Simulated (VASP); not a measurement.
# Si4IrPd (I4_1/amd) in VASP: relaxation of cell and atoms with PBE

Aim: the relaxation of cell and atoms of Si4IrPd with PBE.

Program: VASP 6.6.1. These are calculated values, not measurements. Logs are shortened: lines on timing, memory, paths and dates and some standing lists are left out, and cuts for length are marked.

### 1 The cell of the first run

Symmetry: I4_1/amd, No. 141, tetragonal system. Conventional cell: a = 5.752 Å, b = 5.752 Å, c = 11.465 Å, α = 90.00°, β = 90.00°, γ = 90.00°. Within 3.3 Å of Si (site symmetry 2) lie 2 Ir at 2.48 Å and 2 Pd at 2.50 Å and 6 Si at 2.84 to 2.91 Å. Pd (site symmetry -4m2) has 8 Si at 2.50 Å within 3.3 Å. Within 3.3 Å of Ir (site symmetry -4m2) lie 8 Si at 2.48 Å.

### 2 Relaxation of cell and atoms, PBE

The input, INCAR:

```
  ALGO = Fast
  EDIFF = 1E-7
  EDIFFG = -0.01
  ENCUT = 600
  GGA = PE
  IBRION = 2
  ISIF = 3
  ISMEAR = 0
  LASPH = T
  LCHARG = F
  LREAL = F
  LWAVE = F
  NELM = 100
  NSW = 100
  PREC = Accurate
  SIGMA = 0.1
```

The input, KPOINTS:

```
k-points
0
Gamma
  8 8 8
```

The input, POSCAR:

```
Si4IrPd
1.0
   -2.8757649075      2.8757649075      5.7324416033
    2.8757649075     -2.8757649075      5.7324416033
    2.8757649075      2.8757649075     -5.7324416033
Si Pd Ir
8 2 2
Direct
    0.6281151597      0.6250000000      0.5031151597
    0.1218848403      0.6250000000      0.9968848403
    0.6281151597      0.1250000000      0.0031151597
    0.1218848403      0.1250000000      0.4968848403
    0.8750000000      0.3718848403      0.9968848403
    0.3750000000      0.8781151597      0.0031151597
    0.8750000000      0.8781151597      0.5031151597
    0.3750000000      0.3718848403      0.4968848403
    0.2500000000      0.7500000000      0.5000000000
    0.5000000000      0.5000000000      0.0000000000
    0.7500000000      0.2500000000      0.5000000000
    0.0000000000      0.0000000000      0.0000000000
```

Potentials or basis: VASP PAW PBE potentials, release 64 (Si, Pd, Ir).

The run is started by

```console
$ cat potpaw_PBE.64/Si/POTCAR potpaw_PBE.64/Pd/POTCAR potpaw_PBE.64/Ir/POTCAR > POTCAR
$ mpirun -np 1 vasp_std > vasp.out
```

OUTCAR:

```text
EDIFF = 1E-7
   EDIFFG = -0.01
   ENCUT = 600
   GGA = PE
   IBRION = 2
   ISIF = 3
   ISMEAR = 0
   LASPH = T
   LREAL = F
   NELM = 100
   NSW = 100
   PREC = Accurate

 ion  position               nearest neighbor table
   1  0.628  0.625  0.503-  11 2.48  12 2.48   9 2.50  10 2.50   2 2.84   7 2.87   8 2.87   3 2.88
                             3 2.88   2 2.91
   2  0.122  0.625  0.997-  11 2.48  12 2.48   9 2.50  10 2.50   1 2.84   6 2.87   5 2.87   4 2.88
                             4 2.88   1 2.91
   3  0.628  0.125  0.003-  11 2.48  12 2.48  10 2.50   9 2.50   4 2.84   5 2.87   6 2.87   1 2.88
                             1 2.88   4 2.91
   4  0.122  0.125  0.497-  11 2.48  12 2.48  10 2.50   9 2.50   3 2.84   8 2.87   7 2.87   2 2.88
                             2 2.88   3 2.91
   5  0.875  0.372  0.997-  11 2.48  12 2.48   9 2.50  10 2.50   7 2.84   2 2.87   3 2.87   8 2.88
                             8 2.88   7 2.91
   6  0.375  0.878  0.003-  11 2.48  12 2.48  10 2.50   9 2.50   8 2.84   3 2.87   2 2.87   7 2.88
                             7 2.88   8 2.91
   7  0.875  0.878  0.503-  11 2.48  12 2.48   9 2.50  10 2.50   5 2.84   4 2.87   1 2.87   6 2.88
                             6 2.88   5 2.91
   8  0.375  0.372  0.497-  11 2.48  12 2.48  10 2.50   9 2.50   6 2.84   1 2.87   4 2.87   5 2.88
                             5 2.88   6 2.91
   9  0.250  0.750  0.500-   3 2.50   6 2.50   1 2.50   4 2.50   7 2.50   8 2.50   2 2.50   5 2.50

  10  0.500  0.500  0.000-   1 2.50   7 2.50   2 2.50   3 2.50   5 2.50   6 2.50   4 2.50   8 2.50

  11  0.750  0.250  0.500-   1 2.48   2 2.48   3 2.48   4 2.48   5 2.48   6 2.48   7 2.48   8 2.48

  12  0.000  0.000  0.000-   1 2.48   2 2.48   3 2.48   4 2.48   5 2.48   6 2.48   7 2.48   8 2.48

  LATTYP: Found a body centered tetragonal cell.
 ALAT       =     5.7515298150
 C/A-ratio  =     1.9933623880

  Lattice vectors:

 A1 = (  -2.8757649075,   2.8757649075,   5.7324416033)
 A2 = (   2.8757649075,  -2.8757649075,   5.7324416033)
 A3 = (   2.8757649075,   2.8757649075,  -5.7324416033)

Analysis of symmetry for initial positions (statically):
=====================================================================
 Subroutine PRICEL returns:
 Original cell was already a primitive cell.

 Routine SETGRP: Setting up the symmetry group for a
 body centered tetragonal supercell.

 Subroutine GETGRP returns: Found 16 space group operations
 (whereof  8 operations were pure point group operations)
 out of a pool of 16 trial point group operations.

The static configuration has the point symmetry D_2d.
 The point group associated with its full space group is D_4h.

Analysis of symmetry for dynamics (positions and initial velocities):
[... 146 lines left out ...]
   EFERMI =   0.00;   METHOD = LEGACY
   ISMEAR =     0;   SIGMA  =   0.10  broadening in eV -4-tet -1-fermi 0-gaus
   EFERMI_NEDOS =   21; number of points for ismear=-14 and -15
   IALGO  =     68    algorithm
   IMIX   =      4    mixing-type and parameters
     AMIX     =   0.40;   BMIX     =  1.00
     AMIX_MAG =   1.60;   BMIX_MAG =  1.00
  volume/ion in A,a.u.               =      15.80       106.64
  Fermi-wavevector in a.u.,A,eV,Ry     =   1.174371  2.219240 18.764443  1.379148
  Thomas-Fermi vector in A             =   2.310769
   LORBIT       =      0    0 simple, 1 ext, 2 COOP (PROOUT), +10 PAW based schemes
   GGA     = PE    functional components
   LHFCALC =     F    Hartree Fock is set to
   AEXX    =    0.0000 exact exchange contribution
   IVDW    =     0    specifies the selected vdW correction
   LEPSILON=     F    determine dielectric tensor
   LRPA    =     F    only Hartree local field effects (RPA)
 conjugate gradient relaxation of ions
 non-spin polarized calculation
 RMM-DIIS sequential band-by-band and
 Gauss-broadening in eV      SIGMA  =   0.10
  energy-cutoff  :      600.00
  volume of cell :      189.63
 maximum number of plane-waves:      6387
   NGX = 29   NGY = 29   NGZ = 29

--------------------------------------- Ionic step        1  -------------------------------------------

 number of electron      70.0000000 magnetization

 Free energy of the ion-electron system (eV)
  ---------------------------------------------------
  ext. energy  EPLUGINS =         0.00000000
  ---------------------------------------------------
  free energy    TOTEN  =       -76.15535550 eV

  energy without entropy =      -76.14166015  energy(sigma->0) =      -76.14850783

------------------------ aborting loop because EDIFF is reached ----------------------------------------

  FORCE on cell =-STRESS in cart. coord.  units (eV):
  Direction    XX          YY          ZZ          XY          YZ          ZX
  --------------------------------------------------------------------------------------
  -------------------------------------------------------------------------------------
  Total        0.6316927      0.6316927      0.6383173      0.0000000      0.0000000      0.0000000
  in kB        5.3371579      5.3371579      5.3931294      0.0000000      0.0000000      0.0000000
  external PRESSURE =       5.3558151 kB  Pullay stress =       0.0000000 kB
[... 171 lines left out ...]
--------------------------------------- Ionic step        5  -------------------------------------------

 number of electron      70.0000000 magnetization

 Free energy of the ion-electron system (eV)
  ---------------------------------------------------
  ext. energy  EPLUGINS =         0.00000000
  ---------------------------------------------------
  free energy    TOTEN  =       -76.15740821 eV

  energy without entropy =      -76.14379489  energy(sigma->0) =      -76.15060155

 E-fermi :   9.0592     XC(G=0): -11.2924

 val. band max:        9.0502107071   @ k =   0.5000   0.5000   0.5000
 cond. band min:       9.0720344548   @ k =  -0.3750  -0.3750   0.3750
 fundamental gap:      0.0218237477
 Fermi energy:         9.0591701983

 k-point     1 :       0.0000    0.0000    0.0000
  band No.  band energies     occupation
      1      -3.5607      2.00000
      2       0.1432      2.00000
      3       0.4644      2.00000
      4       0.4644      2.00000
      5       0.4713      2.00000
      6       0.4713      2.00000
[... 1069 lines left out ...]
     41      12.1058      0.00000
     42      12.2224      0.00000

 [... further k-points ...]

------------------------ aborting loop because EDIFF is reached ----------------------------------------

  FORCE on cell =-STRESS in cart. coord.  units (eV):
  Direction    XX          YY          ZZ          XY          YZ          ZX
  --------------------------------------------------------------------------------------
  -------------------------------------------------------------------------------------
  Total        0.0160759      0.0160759     -0.0413301      0.0000000      0.0000000      0.0000000
  in kB        0.1353141      0.1353141     -0.3478831      0.0000000      0.0000000      0.0000000
  external PRESSURE =      -0.0257516 kB  Pullay stress =       0.0000000 kB
[... 27 lines left out ...]
  FREE ENERGIE OF THE ION-ELECTRON SYSTEM (eV)
  ---------------------------------------------------
  free  energy   TOTEN  =       -76.1574082087 eV

  energy  without entropy=      -76.1437948907  energy(sigma->0) =      -76.15060155

 reached required accuracy - stopping structural energy minimisation
```

It took 1.6 h on 1 thread of Oxide Virtual Turin-like, shared host; peak memory 0.77 GiB.

What came out:

```
Free energy                           : -76.1574 eV
Relaxed volume                        : 15.86 Å³/atom
Relaxed cell                          : a = 7.037 Å, b = 7.037 Å, c = 7.037 Å, α = 131.70°, β = 131.70°, γ = 70.71°
Space group after relaxing (to 0.1 Å) : I4_1/amd (No. 141)
Energy gained by relaxing             : 0.2 meV/atom
Ionic steps                           : 5
Pressure after relaxing               : 0.0 GPa
Band gap on the k mesh                : zero (bands 35 and 36 overlap by 2.04 eV)
```

Step by step:
```tsv
step	energy change (eV)	largest force (eV/Å)	pressure (GPa)	volume (Å³)
1	0.0000	0.0485	0.54	189.63
2	-0.0003	0.0358	-0.62	191.08
3	-0.0015	0.0417	-0.08	190.39
4	-0.0020	0.0142	-0.03	190.36
5	-0.0021	0.0005	0.00	190.35
```

Final structure:
```cif
data_structure
_symmetry_space_group_name_H-M 'P 1'
_symmetry_Int_Tables_number 1
_cell_length_a 7.0373
_cell_length_b 7.0373
_cell_length_c 7.0373
_cell_angle_alpha 131.695
_cell_angle_beta 131.695
_cell_angle_gamma 70.711
_cell_volume 190.35
loop_
_atom_site_label
_atom_site_type_symbol
_atom_site_fract_x
_atom_site_fract_y
_atom_site_fract_z
_atom_site_occupancy
Si1 Si 0.62888 0.62500 0.50388 1
Si2 Si 0.12112 0.62500 0.99612 1
Si3 Si 0.62888 0.12500 0.00388 1
Si4 Si 0.12112 0.12500 0.49612 1
Si5 Si 0.87500 0.37112 0.99612 1
Si6 Si 0.37500 0.87888 0.00388 1
Si7 Si 0.87500 0.87888 0.50388 1
Si8 Si 0.37500 0.37112 0.49612 1
Pd1 Pd 0.25000 0.75000 0.50000 1
Pd2 Pd 0.50000 0.50000 0.00000 1
Ir1 Ir 0.75000 0.25000 0.50000 1
Ir2 Ir 0.00000 0.00000 0.00000 1
```

Caveat: spin-orbit coupling is left out, which moves the levels of the heavy elements.

The gap in the log of VASP goes by the Fermi energy; the results here count the filled bands.